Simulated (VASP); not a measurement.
# Mo (I4/mmm) in VASP: a series of runs, part 2 of 2

VASP 6.6.1. Earlier steps stand in the parts before.

### Step 3. Single point, LDA (strain +0.0750 x Voigt [0, 0, 1, 0, 0, 0])

INCAR reads:

```
SYSTEM = Mo
PREC = Accurate
ENCUT = 520
EDIFF = 1E-6
ISMEAR = 0
SIGMA = 0.15
LREAL = .False.
LASPH = .True.
NELM = 100
ALGO = Fast
ISIF = 2
LWAVE = .False.
LCHARG = .False.
NBANDS = 13
```

KPOINTS reads:

```
Automatic mesh
0
Gamma
  22 22 22
  0 0 0
```

POSCAR reads:

```
Mo
1.0
   -1.5710000000      1.5710000000      1.6888250000
    1.5710000000     -1.5710000000      1.6888250000
    1.5710000000      1.5710000000     -1.6888250000
Mo
1
Direct
    0.0000000000      0.0000000000      0.0000000000
```

Potentials or basis: VASP PAW LDA potentials, release 64 (Mo_sv).

Command:

```console
cat potpaw_LDA.64/Mo_sv/POTCAR > POTCAR
mpirun -np 1 vasp_std > vasp.out
```

OUTCAR:

```text
SYSTEM = Mo
   PREC = Accurate
   ENCUT = 520
   EDIFF = 1E-6
   ISMEAR = 0
   LREAL = .False.
   LASPH = .True.
   NELM = 100
   ISIF = 2

 ion  position               nearest neighbor table
   1  0.000  0.000  0.000-

  LATTYP: Found a body centered tetragonal cell.
 ALAT       =     3.1420000000
 C/A-ratio  =     1.0750000000

  Lattice vectors:

 A1 = (  -1.5710000000,   1.5710000000,   1.6888250000)
 A2 = (   1.5710000000,  -1.5710000000,   1.6888250000)
 A3 = (   1.5710000000,   1.5710000000,  -1.6888250000)

Analysis of symmetry for initial positions (statically):
=====================================================================
 Subroutine PRICEL returns:
 Original cell was already a primitive cell.

 Routine SETGRP: Setting up the symmetry group for a
 body centered tetragonal supercell.

 Subroutine GETGRP returns: Found 16 space group operations
 (whereof 16 operations were pure point group operations)
 out of a pool of 16 trial point group operations.

The static configuration has the point symmetry D_4h.

Analysis of symmetry for dynamics (positions and initial velocities):
=====================================================================
 Subroutine PRICEL returns:
 Original cell was already a primitive cell.

 Routine SETGRP: Setting up the symmetry group for a
 body centered tetragonal supercell.

 Subroutine GETGRP returns: Found 16 space group operations
 (whereof 16 operations were pure point group operations)
 out of a pool of 16 trial point group operations.

The dynamic configuration has the point symmetry D_4h.

 Subroutine INISYM returns: Found 16 space group operations
 (whereof 16 operations are pure point group operations),
 and found     1 'primitive' translations

----------------------------------------------------------------------------------------

                                     Primitive cell

  volume of cell :      16.6724

  direct lattice vectors                    reciprocal lattice vectors
    -1.571000000  1.571000000  1.688825000     0.000000000  0.318268619  0.296063831
     1.571000000 -1.571000000  1.688825000     0.318268619  0.000000000  0.296063831
     1.571000000  1.571000000 -1.688825000     0.318268619  0.318268619  0.000000000

  length of vectors
     2.790736799  2.790736799  2.790736799     0.434682305  0.434682305  0.450099797

  position of ions in fractional coordinates (direct lattice)
     0.000000000  0.000000000  0.000000000

  ion indices of the primitive-cell ions
   primitive index   ion index
                 1           1

----------------------------------------------------------------------------------------

 KPOINTS: Automatic mesh

Automatic generation of k-mesh.
 Grid dimensions read from file:
 generate k-points for:   22   22   22

 Generating k-lattice:

  Cartesian coordinates                     Fractional coordinates (reciprocal lattice)
     0.000000000  0.014466755  0.013457447     0.045454545  0.000000000  0.000000000
     0.014466755  0.000000000  0.013457447     0.000000000  0.045454545  0.000000000
     0.014466755  0.014466755  0.000000000     0.000000000  0.000000000  0.045454545

  Length of vectors
     0.019758287  0.019758287  0.020459082

  Shift w.r.t. Gamma in fractional coordinates (k-lattice)
     0.000000000  0.000000000  0.000000000

 Subroutine IBZKPT returns following result:
 ===========================================

 Found    834 irreducible k-points:

 Following reciprocal coordinates:
            Coordinates               Weight
  0.000000  0.000000  0.000000      1.000000
  0.045455  0.000000  0.000000      8.000000
  0.090909  0.000000  0.000000      8.000000
  0.136364  0.000000  0.000000      8.000000
  0.181818  0.000000  0.000000      8.000000
  0.227273  0.000000  0.000000      8.000000
[... 16 lines left out ...]
  0.500000  0.045455  0.000000     16.000000
 -0.454545  0.045455  0.000000     16.000000
 [... further k-points ...]
   k-points           NKPTS =    834   k-points in BZ     NKDIM =    834   number of bands    NBANDS=     13
   number of dos      NEDOS =    301   number of ions     NIONS =      1
   total plane-waves  NPLWV =  13824
   dimension x,y,z NGX =    24 NGY =   24 NGZ =   24
   dimension x,y,z NGXF=    48 NGYF=   48 NGZF=   48
   ions per type =               1
   NGX,Y,Z   is equivalent  to a cutoff of  14.30, 14.30, 14.30 a.u.
   NGXF,Y,Z  is equivalent  to a cutoff of  28.59, 28.59, 28.59 a.u.
 SYSTEM =  Mo
   PREC   = accura    normal or accurate (medium, high low for compatibility)
   ISTART =      0    job   : 0-new  1-cont  2-samecut
   ICHARG =      2    charge: 1-file 2-atom 10-const
   ISPIN  =      1    spin polarized calculation?
   LNONCOLLINEAR =      F non collinear calculations
   LSORBIT =      F    spin-orbit coupling
   LASPH  =      T    aspherical Exc in radial PAW
   ENCUT  =  520.0 eV  38.22 Ry    6.18 a.u.   5.19  5.19  5.19*2*pi/ulx,y,z
   NELM   =    100;   NELMIN=  2; NELMDL= -5     # of ELM steps
   EDIFF  = 0.1E-05   stopping-criterion for ELM
   LREAL  =      F    real-space projection
   EDIFFG = 0.1E-04   stopping-criterion for IOM
   NSW    =      0    number of steps for IOM
   IBRION =     -1    ionic relax: 0-MD 1-quasi-New 2-CG
   NFREE  =      0    steps in history (QN), initial steepest desc. (CG)
   ISIF   =      2    stress and relaxation
   ISYM   =      2    0-nonsym 1-usesym 2-fastsym
   POTIM  = 0.5000    time-step for ionic-motion
   TEBEG  =    0.0;   TEEND  =   0.0 temperature during run
   PSTRESS=    0.0 pullay stress
   NELECT =      14.0000    total number of electrons
   NUPDOWN=      -1.0000    fix difference up-down
   EMIN   =  10.00;   EMAX   =-10.00  energy-range for DOS
   EFERMI =   0.00;   METHOD = LEGACY
   ISMEAR =     0;   SIGMA  =   0.15  broadening in eV -4-tet -1-fermi 0-gaus
   EFERMI_NEDOS =   21; number of points for ismear=-14 and -15
   IALGO  =     68    algorithm
   IMIX   =      4    mixing-type and parameters
     AMIX     =   0.40;   BMIX     =  1.00
     AMIX_MAG =   1.60;   BMIX_MAG =  1.00
  volume/ion in A,a.u.               =      16.67       112.51
  Fermi-wavevector in a.u.,A,eV,Ry     =   1.544490  2.918663 32.456020  2.385450
  Thomas-Fermi vector in A             =   2.650004
   LORBIT       =      0    0 simple, 1 ext, 2 COOP (PROOUT), +10 PAW based schemes
   GGA     = CA    functional components
   LHFCALC =     F    Hartree Fock is set to
   AEXX    =    0.0000 exact exchange contribution
   IVDW    =     0    specifies the selected vdW correction
   LEPSILON=     F    determine dielectric tensor
   LRPA    =     F    only Hartree local field effects (RPA)
 non-spin polarized calculation
 RMM-DIIS sequential band-by-band and
 Gauss-broadening in eV      SIGMA  =   0.15
  energy-cutoff  :      520.00
  volume of cell :       16.67
 maximum number of plane-waves:       460
 NGX is ok and might be reduce to    24
   NGX = 11   NGY = 11   NGZ = 11

 number of electron      14.0000000 magnetization

 Free energy of the ion-electron system (eV)
  ---------------------------------------------------
  ext. energy  EPLUGINS =         0.00000000
  ---------------------------------------------------
  free energy    TOTEN  =       -11.96758621 eV

  energy without entropy =      -11.95960581  energy(sigma->0) =      -11.96359601

 E-fermi :  11.4349     XC(G=0): -13.2460

 val. band max:       11.4346706300   @ k =  -0.2727  -0.4545   0.2727
 cond. band min:      11.4355546964   @ k =  -0.1364   0.1364   0.1364
 fundamental gap:      0.0008840664
 Fermi energy:        11.4349428412

 k-point     1 :       0.0000    0.0000    0.0000
  band No.  band energies     occupation
      1     -49.4786      2.00000
      2     -23.0653      2.00000
      3     -23.0510      2.00000
      4     -23.0510      2.00000
      5       4.4404      2.00000
      6       9.9990      2.00000
      7       9.9990      2.00000
      8      10.7147      2.00000
      9      12.4484      0.00000
     10      13.3464      0.00000
     11      25.3890      0.00000
     12      26.6560      0.00000
     13      26.6560      0.00000
[... 353 lines left out ...]
 k-point    24 :      -0.4545    0.0455    0.0000
  band No.  band energies     occupation
      1     -49.2814      2.00000
      2     -24.1695      2.00000
      3     -23.3868      2.00000
      4     -23.0694      2.00000
      5       6.6287      2.00000
      6       8.6953      2.00000
      7      11.7888      0.00085
      8      12.6254      0.00000
      9      13.7048      0.00000
     10      15.4508      0.00000
     11      22.4114      0.00000
     12      23.7474      0.00000
     13      28.8384      0.00000

 [... further k-points ...]

------------------------ aborting loop because EDIFF is reached ----------------------------------------

  FORCE on cell =-STRESS in cart. coord.  units (eV):
  Direction    XX          YY          ZZ          XY          YZ          ZX
  --------------------------------------------------------------------------------------
  -------------------------------------------------------------------------------------
  Total       -1.7537149     -1.7537149     -3.5398721      0.0000000      0.0000000      0.0000000
  in kB     -168.5281890   -168.5281890   -340.1740158      0.0000000      0.0000000      0.0000000
  external PRESSURE =    -225.7434646 kB  Pullay stress =       0.0000000 kB

 VOLUME and BASIS-vectors are now :
 -----------------------------------------------------------------------------
  energy-cutoff  :      520.00
  volume of cell :       16.67
      direct lattice vectors                 reciprocal lattice vectors
    -1.571000000  1.571000000  1.688825000     0.000000000  0.318268619  0.296063831
     1.571000000 -1.571000000  1.688825000     0.318268619  0.000000000  0.296063831
     1.571000000  1.571000000 -1.688825000     0.318268619  0.318268619  0.000000000

 POSITION                                       TOTAL-FORCE (eV/Angst)
 -----------------------------------------------------------------------------------
      0.00000      0.00000      0.00000        -0.000000      0.000000      0.000000
 -----------------------------------------------------------------------------------
    total drift:                                0.000000      0.000000     -0.000000

  FREE ENERGIE OF THE ION-ELECTRON SYSTEM (eV)
  ---------------------------------------------------
  free  energy   TOTEN  =       -11.9675862108 eV

  energy  without entropy=      -11.9596058099  energy(sigma->0) =      -11.96359601
```

It took 71 s on 1 thread of Intel Xeon Platinum 8488C (Sapphire Rapids), shared host; peak memory 0.26 GiB.

What came out:

```yaml
Free_energy: -11.9676 eV
Pressure: -22.6 GPa
Band_gap_on_the_k_mesh: zero (bands 7 and 8 overlap by 4.44 eV)
```

Stress tensor (GPa, compression positive):
```
-16.85   0.00   0.00
  0.00 -16.85   0.00
  0.00   0.00 -34.02
```

Levels at points of the mesh, in eV from the Fermi level:
| k point | band 5 | band 6 | band 7 | band 8 | band 9 | band 10 |
| --- | --- | --- | --- | --- | --- | --- |
| (0.00, 0.00, 0.00) | -6.99 | -1.44 | -1.44 | -0.72 | 1.01 | 1.91 |
| (0.50, 0.00, 0.00) | -4.92 | -2.81 | 0.95 | 1.32 | 2.21 | 4.25 |
| (0.50, 0.50, 0.00) | -5.00 | -3.59 | 1.84 | 2.13 | 2.43 | 4.45 |
| (0.50, 0.50, 0.50) | -5.06 | -4.88 | 3.52 | 3.75 | 3.75 | 7.38 |

Caveat: the cell differs from its parent crystal (strain +0.0750 x Voigt [0, 0, 1, 0, 0, 0]); the stress differs along the axes, from -34 to -17 GPa.
